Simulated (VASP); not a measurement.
# In in VASP: further runs

The runs below take In through single point, with r2SCAN, PBE, PBEsol, PBE-based screened hybrid.

All numbers are computed with VASP 6.6.1; they aren't measurements. Logs are shortened: lines on timing, memory, paths and dates and some standing lists are left out, and cuts for length are marked.

## (1) The cell of the first run

It takes space group Im-3m (No. 229, cubic). The conventional cell has a = 3.765 Å, b = 3.765 Å, c = 3.765 Å, α = 90.00°, β = 90.00°, γ = 90.00°. In (site symmetry m-3m) has 14 In at 3.26 to 3.77 Å within 4.3 Å.

## (2) Single point, r2SCAN, non-collinear spin, zero start, spin-orbit coupling

Contents of POSCAR:

```
In
1.0
   -1.8825252400      1.8825252400      1.8825252400
    1.8825252400     -1.8825252400      1.8825252400
    1.8825252400      1.8825252400     -1.8825252400
In
1
Direct
    0.0000000000      0.0000000000      0.0000000000
```

Contents of INCAR.step1:

```
SYSTEM = In
PREC = Accurate
ENCUT = 520
ISMEAR = -1
SIGMA = 0.05
LREAL = .FALSE.
LASPH = .TRUE.
NELM = 150
MAGMOM = 0 0 0
LSORBIT = .TRUE.
GGA_COMPAT = .FALSE.
NBANDS = 24
GGA = PE
ALGO = Normal
EDIFF = 1E-4
LWAVE = .TRUE.
LCHARG = .FALSE.
```

Contents of INCAR.step2:

```
SYSTEM = In
PREC = Accurate
ENCUT = 520
EDIFF = 1E-6
ISMEAR = -1
SIGMA = 0.05
LREAL = .FALSE.
LASPH = .TRUE.
NELM = 150
ALGO = Normal
ISIF = 2
LWAVE = .FALSE.
LCHARG = .TRUE.
MAGMOM = 0 0 0
LORBIT = 11
LSORBIT = .TRUE.
GGA_COMPAT = .FALSE.
LORBMOM = .TRUE.
METAGGA = R2SCAN
LMIXTAU = .TRUE.
LVHAR = .TRUE.
NBANDS = 24
ISTART = 1
```

Contents of KPOINTS:

```
Automatic mesh
0
G
  7 7 7
  0 0 0
```

Potentials or basis: VASP PAW PBE potentials, release 64 (In_d).

Launch:

```
> cat potpaw_PBE.64/In_d/POTCAR > POTCAR
> cp INCAR.step1 INCAR
> mpirun -np 1 vasp_ncl > vasp.out
> cp INCAR.step2 INCAR
> mpirun -np 1 vasp_ncl > vasp.out
```

OUTCAR:

```text
SYSTEM = In
   PREC = Accurate
   ENCUT = 520
   EDIFF = 1E-6
   ISMEAR = -1
   LREAL = .FALSE.
   LASPH = .TRUE.
   NELM = 150
   ISIF = 2
   LORBIT = 11
   LSORBIT = .TRUE.
   METAGGA = R2SCAN
   ISTART = 1

 ion  position               nearest neighbor table
   1  0.000  0.000  0.000-

  LATTYP: Found a body centered cubic cell.
 ALAT       =     3.7650504800

  Lattice vectors:

 A1 = (  -1.8825252400,   1.8825252400,   1.8825252400)
 A2 = (   1.8825252400,  -1.8825252400,   1.8825252400)
 A3 = (   1.8825252400,   1.8825252400,  -1.8825252400)

Analysis of symmetry for initial positions (statically):
=====================================================================
 Subroutine PRICEL returns:
 Original cell was already a primitive cell.

 Routine SETGRP: Setting up the symmetry group for a
 body centered cubic supercell.

 Subroutine GETGRP returns: Found 48 space group operations
 (whereof 48 operations were pure point group operations)
 out of a pool of 48 trial point group operations.

The static configuration has the point symmetry O_h .

Analysis of symmetry for dynamics (positions and initial velocities):
=====================================================================
 Subroutine PRICEL returns:
 Original cell was already a primitive cell.

 Routine SETGRP: Setting up the symmetry group for a
 body centered cubic supercell.

 Subroutine GETGRP returns: Found 48 space group operations
 (whereof 48 operations were pure point group operations)
 out of a pool of 48 trial point group operations.

The dynamic configuration has the point symmetry O_h .

Analysis of structural, dynamic, and magnetic symmetry:
=====================================================================
 Subroutine PRICEL returns:
 Original cell was already a primitive cell.

 Routine SETGRP: Setting up the symmetry group for a
 body centered cubic supercell.

 Subroutine GETGRP returns: Found 48 space group operations
 (whereof 48 operations were pure point group operations)
 out of a pool of 48 trial point group operations.

The overall configuration has the point symmetry O_h .

 Subroutine INISYM returns: Found 48 space group operations
 (whereof 48 operations are pure point group operations),
 and found     1 'primitive' translations

----------------------------------------------------------------------------------------

                                     Primitive cell

  volume of cell :      26.6859

  direct lattice vectors                    reciprocal lattice vectors
    -1.882525240  1.882525240  1.882525240     0.000000000  0.265600689  0.265600689
     1.882525240 -1.882525240  1.882525240     0.265600689  0.000000000  0.265600689
     1.882525240  1.882525240 -1.882525240     0.265600689  0.265600689  0.000000000

  length of vectors
     3.260629362  3.260629362  3.260629362     0.375616096  0.375616096  0.375616096

  position of ions in fractional coordinates (direct lattice)
     0.000000000  0.000000000  0.000000000

  ion indices of the primitive-cell ions
   primitive index   ion index
                 1           1

----------------------------------------------------------------------------------------

 KPOINTS: Automatic mesh

Automatic generation of k-mesh.
 Grid dimensions read from file:
 generate k-points for:    7    7    7

 Generating k-lattice:

  Cartesian coordinates                     Fractional coordinates (reciprocal lattice)
     0.000000000  0.037942956  0.037942956     0.142857143  0.000000000  0.000000000
     0.037942956  0.000000000  0.037942956     0.000000000  0.142857143  0.000000000
     0.037942956  0.037942956  0.000000000     0.000000000  0.000000000  0.142857143

  Length of vectors
[... 42 lines left out ...]
   ISTART =      1    job   : 0-new  1-cont  2-samecut
   ICHARG =      0    charge: 1-file 2-atom 10-const
   ISPIN  =      1    spin polarized calculation?
   LNONCOLLINEAR =      T non collinear calculations
   LSORBIT =      T    spin-orbit coupling
   LASPH  =      T    aspherical Exc in radial PAW
   ENCUT  =  520.0 eV  38.22 Ry    6.18 a.u.   6.06  6.06  6.06*2*pi/ulx,y,z
   NELM   =    150;   NELMIN=  2; NELMDL=  0     # of ELM steps
   EDIFF  = 0.1E-05   stopping-criterion for ELM
   LREAL  =      F    real-space projection
   EDIFFG = 0.1E-04   stopping-criterion for IOM
   NSW    =      0    number of steps for IOM
   IBRION =     -1    ionic relax: 0-MD 1-quasi-New 2-CG
   NFREE  =      0    steps in history (QN), initial steepest desc. (CG)
   ISIF   =      2    stress and relaxation
   ISYM   =      2    0-nonsym 1-usesym 2-fastsym
   POTIM  = 0.5000    time-step for ionic-motion
   TEBEG  =    0.0;   TEEND  =   0.0 temperature during run
   PSTRESS=    0.0 pullay stress
   NELECT =      13.0000    total number of electrons
   NUPDOWN=      -1.0000    fix difference up-down
   EMIN   =  10.00;   EMAX   =-10.00  energy-range for DOS
   EFERMI =   0.00;   METHOD = LEGACY
   ISMEAR =    -1;   SIGMA  =   0.05  broadening in eV -4-tet -1-fermi 0-gaus
   EFERMI_NEDOS =   21; number of points for ismear=-14 and -15
   IALGO  =     38    algorithm
   IMIX   =      4    mixing-type and parameters
     AMIX     =   0.40;   BMIX     =  1.00
     AMIX_MAG =   1.60;   BMIX_MAG =  1.00
  volume/ion in A,a.u.               =      26.69       180.09
  Fermi-wavevector in a.u.,A,eV,Ry     =   1.288136  2.434225 22.576080  1.659295
  Thomas-Fermi vector in A             =   2.420108
   LORBIT       =     11    0 simple, 1 ext, 2 COOP (PROOUT), +10 PAW based schemes
   METAGGA = R2SCAN    functional components
   LHFCALC =     F    Hartree Fock is set to
   AEXX    =    0.0000 exact exchange contribution
   IVDW    =     0    specifies the selected vdW correction
   LEPSILON=     F    determine dielectric tensor
   LRPA    =     F    only Hartree local field effects (RPA)
  energy-cutoff  :      520.00
  volume of cell :       26.69
 maximum number of plane-waves:      1454
   NGX = 13   NGY = 13   NGZ = 13

 number of electron      13.0000005 magnetization      -0.0000000      0.0000000      0.0000000

 number of electron      13.0000005 magnetization       0.0000000     -0.0000000     -0.0000000

 number of electron      13.0000005 magnetization       0.0000000      0.0000000      0.0000000

 Free energy of the ion-electron system (eV)
  ---------------------------------------------------
  ext. energy  EPLUGINS =         0.00000000
  ---------------------------------------------------
  free energy    TOTEN  =       -22.56666655 eV

  energy without entropy =      -22.56036163  energy(sigma->0) =      -22.56351409

 E-fermi :   7.3757     XC(G=0): -10.9644

 val. band max:        7.3577675872   @ k =  -0.4286   0.4286   0.2857
 cond. band min:       7.4512756570   @ k =  -0.4286  -0.4286   0.2857
 fundamental gap:      0.0935080699
 Fermi energy:         7.3756833106

 k-point     1 :       0.0000    0.0000    0.0000
  band No.  band energies     occupation
      1      -8.4171      1.00000
      2      -8.4171      1.00000
      3      -8.4171      1.00000
      4      -8.4171      1.00000
      5      -7.6592      1.00000
      6      -7.6592      1.00000
[... 529 lines left out ...]
     23      27.0901      0.00000
     24      27.0901      0.00000

------------------------ aborting loop because EDIFF is reached ----------------------------------------

  FORCE on cell =-STRESS in cart. coord.  units (eV):
  Direction    XX          YY          ZZ          XY          YZ          ZX
  --------------------------------------------------------------------------------------
  -------------------------------------------------------------------------------------
  Total       -0.0117733     -0.0117733     -0.0117733      0.0000000      0.0000000     -0.0000000
  in kB       -0.7068500     -0.7068500     -0.7068500      0.0000000      0.0000000     -0.0000000
  external PRESSURE =      -0.7068500 kB  Pullay stress =       0.0000000 kB

 VOLUME and BASIS-vectors are now :
 -----------------------------------------------------------------------------
  energy-cutoff  :      520.00
  volume of cell :       26.69
      direct lattice vectors                 reciprocal lattice vectors
    -1.882525240  1.882525240  1.882525240     0.000000000  0.265600689  0.265600689
     1.882525240 -1.882525240  1.882525240     0.265600689  0.000000000  0.265600689
     1.882525240  1.882525240 -1.882525240     0.265600689  0.265600689  0.000000000

 POSITION                                       TOTAL-FORCE (eV/Angst)
 -----------------------------------------------------------------------------------
      0.00000      0.00000      0.00000         0.000000      0.000000     -0.000000
 -----------------------------------------------------------------------------------
    total drift:                                0.000000     -0.000000     -0.000000

  FREE ENERGIE OF THE ION-ELECTRON SYSTEM (eV)
  ---------------------------------------------------
  free  energy   TOTEN  =       -22.5666665477 eV

  energy  without entropy=      -22.5603616284  energy(sigma->0) =      -22.56351409

 orbital moment (x)

 # of ion     p       d       tot
 ----------------------------------------
  1         0.000   0.000   0.000
 ----------------------------------------
            0.000   0.000   0.000

 orbital moment (y)

 # of ion     p       d       tot
 ----------------------------------------
  1         0.000  -0.000  -0.000
 ----------------------------------------
            0.000  -0.000  -0.000

 orbital moment (z)

 # of ion     p       d       tot
 ----------------------------------------
  1         0.000   0.000   0.000
 ----------------------------------------
            0.000   0.000   0.000

 Spin-Orbit-Coupling matrix elements

 Ion:    1  E_soc:     -0.0714267
 l=   1
     0.0000000    -0.0057747    -0.0057747
    -0.0057747     0.0000000    -0.0057747
    -0.0057747    -0.0057747     0.0000000
 l=   2
     0.0000000    -0.0012177     0.0000000    -0.0012177    -0.0049120
    -0.0012177     0.0000000    -0.0036840    -0.0012177    -0.0012280
     0.0000000    -0.0036840     0.0000000    -0.0036840     0.0000000
    -0.0012177    -0.0012177    -0.0036840     0.0000000    -0.0012280
    -0.0049120    -0.0012280     0.0000000    -0.0012280     0.0000000
 l=   3
     0.0000000     0.0000000     0.0000000     0.0000000     0.0000000     0.0000000     0.0000000
     0.0000000     0.0000000     0.0000000     0.0000000     0.0000000     0.0000000     0.0000000
     0.0000000     0.0000000     0.0000000     0.0000000     0.0000000     0.0000000     0.0000000
     0.0000000     0.0000000     0.0000000     0.0000000     0.0000000     0.0000000     0.0000000
     0.0000000     0.0000000     0.0000000     0.0000000     0.0000000     0.0000000     0.0000000
     0.0000000     0.0000000     0.0000000     0.0000000     0.0000000     0.0000000     0.0000000
     0.0000000     0.0000000     0.0000000     0.0000000     0.0000000     0.0000000     0.0000000

 total charge

# of ion       s       p       d       tot
------------------------------------------
    1        1.003   0.512   9.845  11.360

 magnetization (x)

# of ion       s       p       d       tot
------------------------------------------
    1        0.000   0.000   0.000   0.000

 magnetization (y)

# of ion       s       p       d       tot
------------------------------------------
    1        0.000   0.000  -0.000   0.000

 magnetization (z)

# of ion       s       p       d       tot
------------------------------------------
    1       -0.000   0.000  -0.000  -0.000
```

Run time: 3.5 min. Hardware: 1 thread of Intel Xeon 8259CL, shared host; peak memory 0.22 GiB.

Results:

```yaml
Free_energy: -22.5667 eV
Pressure: -0.1 GPa
Net_moment: 0.00 μB per cell
Valence_electrons_inside_the_program's_atomic_spheres: In 11.36
```

Moments on the atoms (μB; x, y, z):
```
In  0.00 0.00 0.00
```

Caveat: the PAW data sets were made with another functional, which shifts forces and pressure a little.

## (3) Single point, PBE

Contents of INCAR:

```
SYSTEM = In
  PREC = Accurate
  ENCUT = 500
  EDIFF = 1E-6
  ISMEAR = -1
  SIGMA = 0.03
  LREAL = .FALSE.
  LASPH = .TRUE.
  NELM = 120
  ALGO = Normal
  ISIF = 2
  LWAVE = .FALSE.
  LCHARG = .TRUE.
  GGA = PE
  LELF = .TRUE.
  LVHAR = .TRUE.
  NBANDS = 12
  GGA_COMPAT = .FALSE.
```

Contents of KPOINTS:

```
regular mesh
0
G
  7 7 7
  0 0 0
```

POSCAR is that of step 2.

Potentials or basis: VASP PAW PBE potentials, release 64 (In_d).

Launch:

```
> cat potpaw_PBE.64/In_d/POTCAR > POTCAR
> mpirun -np 1 vasp_std > vasp.out
```

Wall time 3.5 s (1 thread of Intel Xeon Platinum 8488C (Sapphire Rapids), shared host); peak memory 0.13 GiB.

It converged, with:

- Free energy: -2.5219 eV
- Pressure: 1.5 GPa

Levels at points of the mesh, in eV from the Fermi level:
```tsv
k point	band 4	band 5	band 6	band 7	band 8	band 9
(0.00, 0.00, 0.00)	-14.52	-14.52	-9.52	10.78	10.78	10.78
```

Caveat: spin-orbit coupling is left out, which moves the levels of the heavy elements.

## (4) Single point, PBEsol (the cell strained at random)

Contents of INCAR:

```
SYSTEM = In
ALGO = Normal ; EDIFF = 1E-6
ENCUT = 500 ; GGA = PS
GGA_COMPAT = .FALSE. ; ISIF = 2
ISMEAR = -5 ; LASPH = .TRUE.
LCHARG = .TRUE. ; LELF = .TRUE.
LREAL = .FALSE. ; LVHAR = .TRUE.
LWAVE = .FALSE. ; NBANDS = 12
NELM = 120 ; PREC = Accurate
SIGMA = 0.05
```

Contents of KPOINTS:

```
k-points
0
G
  10 10 10
  0 0 0
```

Contents of POSCAR:

```
In
1.0
    3.2322240846      0.0000000000      0.0000000000
   -1.1630847599      3.1130866849      0.0000000000
   -1.0027090927     -1.6188063990      2.6520994493
In
1
Direct
   -0.0302180000     -0.0161990000     -0.0204750000
```

Launch:

```
> cat potpaw_PBE.64/In_d/POTCAR > POTCAR
> mpirun -np 1 vasp_std > vasp.out
```

It took 48 s on 1 thread of Intel Xeon Platinum 8488C (Sapphire Rapids), shared host; peak memory 0.26 GiB.

It converged, with:

| Item | Value |
| --- | --- |
| Free energy | -2.9658 eV |
| Pressure | -1.0 GPa |

Stress tensor (GPa, compression positive):
```
-0.89  0.04  0.35
 0.04 -1.44 -0.01
 0.35 -0.01 -0.78
```

Levels at points of the mesh, in eV from the Fermi level:
| k point | band 3 | band 4 | band 5 | band 6 | band 7 | band 8 | band 9 | band 10 |
| --- | --- | --- | --- | --- | --- | --- | --- | --- |
| (0.00, 0.00, 0.00) | -14.58 | -14.36 | -14.34 | -9.48 | 10.34 | 10.86 | 11.05 | 12.74 |
| (0.50, 0.00, 0.00) | -14.38 | -14.36 | -14.17 | -3.80 | -3.12 | 5.60 | 7.28 | 9.64 |
| (0.00, 0.50, 0.00) | -14.35 | -14.35 | -14.19 | -3.98 | -3.17 | 5.63 | 6.99 | 9.63 |
| (0.50, 0.50, 0.00) | -14.37 | -14.35 | -14.19 | -4.16 | -3.24 | 5.96 | 7.40 | 9.98 |
| (0.00, 0.00, 0.50) | -14.38 | -14.36 | -14.18 | -3.92 | -3.16 | 5.65 | 7.40 | 9.56 |
| (0.50, 0.00, 0.50) | -14.36 | -14.35 | -14.18 | -3.78 | -3.09 | 5.33 | 7.02 | 9.18 |
| (0.00, 0.50, 0.50) | -14.37 | -14.34 | -14.20 | -4.29 | -3.29 | 6.10 | 7.44 | 10.21 |
| (0.50, 0.50, 0.50) | -14.26 | -14.22 | -14.21 | 0.79 | 0.86 | 1.31 | 1.42 | 5.10 |

Caveat: the cell differs from its parent crystal (the cell strained at random); the PAW data sets were made with another functional, which shifts forces and pressure a little; spin-orbit coupling is left out, which moves the levels of the heavy elements; tetrahedron occupations give inexact forces and stress in metals.

(Part 1 of 2 ends here.)
